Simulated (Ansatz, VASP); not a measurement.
# Two plane-wave programs on Y2Be2Pb

```
Y Be Pb
1.0
    -2.30777    2.30777    5.38724
     2.30777   -2.30777    5.38724
     2.30777    2.30777   -5.38724
Y Be Pb
2 2 1
Direct
  0.75000 0.25000 0.50000
  0.25000 0.75000 0.50000
  0.40593 0.40593 0.00000
  0.59407 0.59407 0.00000
  0.00000 0.00000 0.00000
```

Change from the starting cell: species swapped into the YbSi2Ru2 type (I4/mmm, No. 139).

Alike in both runs: functional PBE; k mesh 6 × 6 × 6; occupations gaussian, width 0.1 eV; no spin polarisation.

Ansatz relaxed the structure, and its values are those at the end. VASP's run is a single point on that final structure, the one shown.

```csv
,VASP,Ansatz
version,VASP 6.6.1,Ansatz 0.2.0
potentials or method,"VASP PAW PBE potentials, release 64 (Y_sv, Be, Pb_d), cutoff 520 eV","scalar-relativistic, plane waves, PAW"
valence electrons in the cell,40,40
```

```csv
,VASP,Ansatz,Ansatz less VASP
gap on the k mesh at the Fermi level (eV),none,none,-
pressure (GPa),0.0,0.0,+0.04
rms of the force components (eV/Å),0.004,0.000,-0.0038
```

A gap of «none» marks a metal or a gap that the smearing closes.

Neither program's run includes spin-orbit coupling.
